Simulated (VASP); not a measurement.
# TaN (F-43m) in VASP: vibrations by perturbation theory with PBEsol

Aim: the vibrations by perturbation theory of TaN with PBEsol.

Everything below comes from runs of VASP 6.6.1. Logs are shortened: lines on timing, memory, paths and dates and some standing lists are left out, and cuts for length are marked.

## Step 1: The cell of the first run

The structure is cubic, space group F-43m (No. 216). Conventional cell: a = 4.982 Å, b = 4.982 Å, c = 4.982 Å, α = 90.00°, β = 90.00°, γ = 90.00°. Within 2.9 Å of Ta (site symmetry -43m) lie 4 N at 2.16 Å. Within 2.9 Å of N (site symmetry -43m) lie 4 Ta at 2.16 Å.

## Step 2: Vibrations by perturbation theory, PBEsol

Input file INCAR:

```
  PREC = Accurate
  ENCUT = 700
  EDIFF = 1E-8
  ISMEAR = -1
  SIGMA = 0.05
  LREAL = F
  LASPH = T
  NELM = 120
  ALGO = Normal
  ISIF = 2
  LWAVE = F
  LCHARG = T
  GGA = PS
  NBANDS = 16
  IBRION = 8
  NSW = 1
  GGA_COMPAT = F
```

Input file KPOINTS:

```
regular mesh
0
Gamma
  8 8 8
```

Input file POSCAR:

```
TaN
1.0
    0.0000000000      2.4911437700      2.4911437700
    2.4911437700      0.0000000000      2.4911437700
    2.4911437700      2.4911437700      0.0000000000
Ta N
1 1
Direct
    0.0000000000      0.0000000000      0.0000000000
    0.2500000000      0.2500000000      0.2500000000
```

Potentials or basis: VASP PAW PBE potentials, release 64 (Ta_sv_GW, N).

The run is started by

```sh
$ cat potpaw_PBE.64/Ta_sv_GW/POTCAR potpaw_PBE.64/N/POTCAR > POTCAR
$ mpirun -np 1 vasp_std > vasp.out
```

OUTCAR:

```text
PREC = Accurate
   ENCUT = 700
   EDIFF = 1E-8
   ISMEAR = -1
   LREAL = F
   LASPH = T
   NELM = 120
   ISIF = 2
   GGA = PS
   IBRION = 8
   NSW = 1

 ion  position               nearest neighbor table
   1  0.000  0.000  0.000-   2 2.16   2 2.16   2 2.16   2 2.16
   2  0.250  0.250  0.250-   1 2.16   1 2.16   1 2.16   1 2.16

  LATTYP: Found a face centered cubic cell.
 ALAT       =     4.9822875400

  Lattice vectors:

 A1 = (   0.0000000000,   2.4911437700,   2.4911437700)
 A2 = (   2.4911437700,   0.0000000000,   2.4911437700)
 A3 = (   2.4911437700,   2.4911437700,   0.0000000000)

Analysis of symmetry for initial positions (statically):
=====================================================================
 Subroutine PRICEL returns:
 Original cell was already a primitive cell.

 Routine SETGRP: Setting up the symmetry group for a
 face centered cubic supercell.

 Subroutine GETGRP returns: Found 24 space group operations
 (whereof 24 operations were pure point group operations)
 out of a pool of 48 trial point group operations.

The static configuration has the point symmetry T_d .

Analysis of symmetry for dynamics (positions and initial velocities):
=====================================================================
 Subroutine PRICEL returns:
 Original cell was already a primitive cell.

 Routine SETGRP: Setting up the symmetry group for a
 face centered cubic supercell.

 Subroutine GETGRP returns: Found 24 space group operations
 (whereof 24 operations were pure point group operations)
 out of a pool of 48 trial point group operations.

The dynamic configuration has the point symmetry T_d .

 Subroutine INISYM returns: Found 24 space group operations
 (whereof 24 operations are pure point group operations),
 and found     1 'primitive' translations

----------------------------------------------------------------------------------------

                                     Primitive cell

  volume of cell :      30.9191

  direct lattice vectors                    reciprocal lattice vectors
     0.000000000  2.491143770  2.491143770    -0.200711017  0.200711017  0.200711017
     2.491143770  0.000000000  2.491143770     0.200711017 -0.200711017  0.200711017
     2.491143770  2.491143770  0.000000000     0.200711017  0.200711017 -0.200711017

  length of vectors
     3.523009305  3.523009305  3.523009305     0.347641679  0.347641679  0.347641679

  position of ions in fractional coordinates (direct lattice)
     0.000000000  0.000000000  0.000000000
     0.250000000  0.250000000  0.250000000

  ion indices of the primitive-cell ions
   primitive index   ion index
                 1           1
                 2           2

----------------------------------------------------------------------------------------

 KPOINTS: regular mesh

Automatic generation of k-mesh.
 Grid dimensions read from file:
 generate k-points for:    8    8    8

 Generating k-lattice:

  Cartesian coordinates                     Fractional coordinates (reciprocal lattice)
    -0.025088877  0.025088877  0.025088877     0.125000000  0.000000000  0.000000000
     0.025088877 -0.025088877  0.025088877     0.000000000  0.125000000  0.000000000
     0.025088877  0.025088877 -0.025088877     0.000000000  0.000000000  0.125000000

  Length of vectors
     0.043455210  0.043455210  0.043455210

  Shift w.r.t. Gamma in fractional coordinates (k-lattice)
     0.000000000  0.000000000  0.000000000

 Subroutine IBZKPT returns following result:
 ===========================================
[... 72 lines left out ...]
   LORBIT       =      0    0 simple, 1 ext, 2 COOP (PROOUT), +10 PAW based schemes
   GGA     = PS    functional components
   LHFCALC =     F    Hartree Fock is set to
   AEXX    =    0.0000 exact exchange contribution
   IVDW    =     0    specifies the selected vdW correction
   LEPSILON=     F    determine dielectric tensor
   LRPA    =     F    only Hartree local field effects (RPA)
 non-spin polarized calculation
  energy-cutoff  :      700.00
  volume of cell :       30.92
 maximum number of plane-waves:      1316
   NGX = 15   NGY = 15   NGZ = 15

--------------------------------------- Ionic step        1  -------------------------------------------

 number of electron      18.0000000 magnetization

 Free energy of the ion-electron system (eV)
  ---------------------------------------------------
  ext. energy  EPLUGINS =         0.00000000
  ---------------------------------------------------
  free energy    TOTEN  =       -24.73784323 eV

  energy without entropy =      -24.72638735  energy(sigma->0) =      -24.73211529

 E-fermi :   8.3097     XC(G=0): -11.6657

 val. band max:        8.3050133397   @ k =  -0.2500   0.3750   0.1250
 cond. band min:       8.3893613169   @ k =  -0.3750   0.1250   0.0000
 fundamental gap:      0.0843479773
 Fermi energy:         8.3096869524

 k-point     1 :       0.0000    0.0000    0.0000
  band No.  band energies     occupation
      1     -61.2411      2.00000
      2     -27.5358      2.00000
      3     -27.5358      2.00000
      4     -27.5358      2.00000
      5      -8.1923      2.00000
      6       2.2421      2.00000
[... 433 lines left out ...]
      3     -27.6301      2.00000
      4     -27.5886      2.00000
      5      -7.1174      2.00000
      6       2.1382      2.00000
[... 8 lines left out ...]
     15      16.4739      0.00000
     16      19.5976      0.00000

 [... further k-points ...]

------------------------ aborting loop because EDIFF is reached ----------------------------------------

  FORCE on cell =-STRESS in cart. coord.  units (eV):
  Direction    XX          YY          ZZ          XY          YZ          ZX
  --------------------------------------------------------------------------------------
  -------------------------------------------------------------------------------------
  Total       -5.9593698     -5.9593698     -5.9593698      0.0000000      0.0000000      0.0000000
  in kB     -308.8051567   -308.8051567   -308.8051567      0.0000000      0.0000000      0.0000000
  external PRESSURE =    -308.8051567 kB  Pullay stress =       0.0000000 kB

 VOLUME and BASIS-vectors are now :
 -----------------------------------------------------------------------------
  energy-cutoff  :      700.00
  volume of cell :       30.92
      direct lattice vectors                 reciprocal lattice vectors
     0.000000000  2.491143770  2.491143770    -0.200711017  0.200711017  0.200711017
     2.491143770  0.000000000  2.491143770     0.200711017 -0.200711017  0.200711017
     2.491143770  2.491143770  0.000000000     0.200711017  0.200711017 -0.200711017

 POSITION                                       TOTAL-FORCE (eV/Angst)
 -----------------------------------------------------------------------------------
      0.00000      0.00000      0.00000         0.000000      0.000000      0.000000
      1.24557      1.24557      1.24557        -0.000000     -0.000000     -0.000000
 -----------------------------------------------------------------------------------
    total drift:                                0.000000      0.000000      0.000000

  FREE ENERGIE OF THE ION-ELECTRON SYSTEM (eV)
  ---------------------------------------------------
  free  energy   TOTEN  =       -24.7378432293 eV

  energy  without entropy=      -24.7263873542  energy(sigma->0) =      -24.73211529

[... ionic steps 2 to 3 ...]

--------------------------------------- Ionic step        4  -------------------------------------------

------------------------ aborting loop because EDIFF is reached ----------------------------------------

[... ionic steps 5 to 6 ...]

--------------------------------------- Ionic step        7  -------------------------------------------

 Free energy of the ion-electron system (eV)
  ---------------------------------------------------
  ---------------------------------------------------
  free energy    TOTEN  =        -0.23202996 eV

  energy without entropy =       -0.23202996

------------------------ aborting loop because EDIFF is reached ----------------------------------------

 INTERNAL STRAIN TENSOR  FOR ION    2  DIRECTION 1   (eV/Angst):
 -----------------------------------------------------------------------------
    -0.03146 -0.00000  0.00000
     0.00000  0.01454 -2.58962
    -0.00000 -2.58962  0.01454

 INTERNAL STRAIN TENSOR FOR ION    2 for displacements in x,y,z  (eV/Angst):
          X           Y           Z          XY          YZ          ZX
  --------------------------------------------------------------------------------
  x    -0.00000     0.00000     0.00000    -0.00000    -2.58962     0.00000
  y     0.00000    -0.00000     0.00000     0.00000    -0.00000    -2.58962
  z     0.00000     0.00000    -0.00000    -2.58962     0.00000    -0.00000

 SECOND DERIVATIVES (NOT SYMMETRIZED)
 ------------------------------------
               1X          1Y          1Z          2X          2Y          2Z
  1X    -1.274938    0.000000    0.000000    1.274938    0.000000    0.000000
  1Y     0.000000   -1.274938    0.000000    0.000000    1.274938    0.000000
  1Z     0.000000    0.000000   -1.274938    0.000000    0.000000    1.274938
  2X     1.270303    0.000000    0.000000   -1.270303    0.000000    0.000000
  2Y     0.000000    1.270303    0.000000    0.000000   -1.270303    0.000000
  2Z     0.000000    0.000000    1.270303    0.000000    0.000000   -1.270303

 Eigenvectors and eigenvalues of the dynamical matrix
 ----------------------------------------------------

   1 f  =    4.888385 THz    30.714629 2PiTHz  163.058975 cm-1    20.216727 meV
             X         Y         Z           dx          dy          dz
      0.000000  0.000000  0.000000    -0.268444    0.000000    0.000000
      1.245572  1.245572  1.245572     0.963295    0.000000    0.000000
[... 21 lines left out ...]
   6 f/i=    0.002302 THz     0.014465 2PiTHz    0.076791 cm-1     0.009521 meV
             X         Y         Z           dx          dy          dz
      0.000000  0.000000  0.000000    -0.000000   -0.963295    0.000000
      1.245572  1.245572  1.245572     0.000000   -0.268444    0.000000

--------------------------------------------------------------------------------------------------------

 ELASTIC MODULI CONTR FROM IONIC RELAXATION (kBar)
 Direction    XX          YY          ZZ          XY          YZ          ZX
 --------------------------------------------------------------------------------
 XX          -0.0000      0.0000      0.0000      0.0000     -0.0000      0.0000
 YY           0.0000     -0.0000      0.0000      0.0000      0.0000     -0.0000
 ZZ           0.0000      0.0000     -0.0000      0.0000      0.0000      0.0000
 XY           0.0000      0.0000      0.0000   -279.3042     -0.0000      0.0000
 YZ          -0.0000      0.0000      0.0000     -0.0000   -279.3042     -0.0000
 ZX           0.0000     -0.0000      0.0000      0.0000     -0.0000   -279.3042
 --------------------------------------------------------------------------------
```

Run time: 2.6 min. Hardware: 1 thread of Intel Xeon 6975P-C (Granite Rapids), shared host; peak memory 0.34 GiB.

What came out:

| Property | Result |
| --- | --- |
| Highest phonon frequency at Γ | 163 cm⁻¹ |

Phonon frequencies in cm⁻¹ (negative: imaginary):
```tsv
q point	frequencies
(0.000, 0.000, 0.000)	0 0 0 163 163 163
```

Caveat: the cell stands under pressure or tension, which shifts response properties; the PAW data sets were made with another functional, which shifts forces and pressure a little; spin-orbit coupling is left out, which moves the levels of the heavy elements.
